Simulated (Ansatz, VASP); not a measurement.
## RbBr in VASP and in Ansatz

```xyz
2
Lattice="0.0000 3.4270 3.4270 3.4270 0.0000 3.4270 3.4270 3.4270 0.0000" Properties=species:S:1:pos:R:3 pbc="T T T"
Rb    0.0000    0.0000    0.0000
Br    3.4270    3.4270    3.4270
```

Alike in both runs: task relaxation of cell and atoms; functional r2SCAN; k mesh 6 × 6 × 6; occupations methfessel-paxton of order 1, width 0.05 eV; no spin polarisation.

|  | VASP | Ansatz |
| --- | --- | --- |
| version | VASP 6.6.1 | Ansatz 0.2.0 |
| potentials or method | VASP PAW PBE potentials, release 64 (Rb_sv, Br) | plane waves, PAW |
| plane-wave cutoff (eV) | 600 | 500 |
| valence electrons in the cell | 16 | 16 |

VASP gave:

```
relaxed volume (Å³/atom)                                     : 41.57
relaxed cell length with the largest relative difference (Å) : 4.899
```

Task: What did Ansatz give for the same quantities?

Result: Relaxed volume (Å³/atom): 41.48; relaxed cell length with the largest relative difference (Å): 4.896.

VASP's potentials were made for PBE, not for r2SCAN.
